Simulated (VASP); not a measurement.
The system is Nb.

```xyz
1
Lattice="2.8820 0.0000 0.0000 -0.9607 2.7172 0.0000 -0.9607 -1.3586 2.3532" Properties=species:S:1:pos:R:3 pbc="T T T"
Nb    0.0000    0.0000    0.0000
```

- Program: VASP 6.6.1
- Task: relaxation of cell and atoms
- Functional: PBEsol
- Potentials or basis: VASP PAW PBE potentials, release 64 (Nb_sv)
- Cutoff: 500 eV
- k mesh: 7 × 7 × 7
- Occupations: fermi-dirac, width 0.1 eV
- Spin: no spin polarisation

At the start: pressure -8.1 GPa; volume 18.43 Å³/atom.

Problem. How do energy, volume and symmetry change on relaxing?

Solution. Over 4 steps the energy falls by 23.6 meV/atom and the volume is 17.52 Å³/atom (-4.9 %); space group Im-3m (No. 229, to 0.1 Å) before and after.

The path:
```
step  energy change (eV)  largest force (eV/Å)  pressure (GPa)  volume (Å³)
   1              0.0000                0.0000           -8.08        18.43
   2              0.0515                0.0000           17.48        16.06
   3             -0.0236                0.0000           -0.23        17.55
   4             -0.0236                0.0000           -0.02        17.52
```

Final structure:
```
Nb
1.0
     2.83416    0.00000    0.00000
    -0.94472    2.67207    0.00000
    -0.94472   -1.33603    2.31408
Nb
1
Direct
  0.00000 0.00000 0.00000
```

Caveat: the k points lie up to 0.39 Å⁻¹ apart in the final cell, too coarse for converged energies and pressures of a metal; the PAW data sets were made with another functional, which shifts forces and pressure a little.
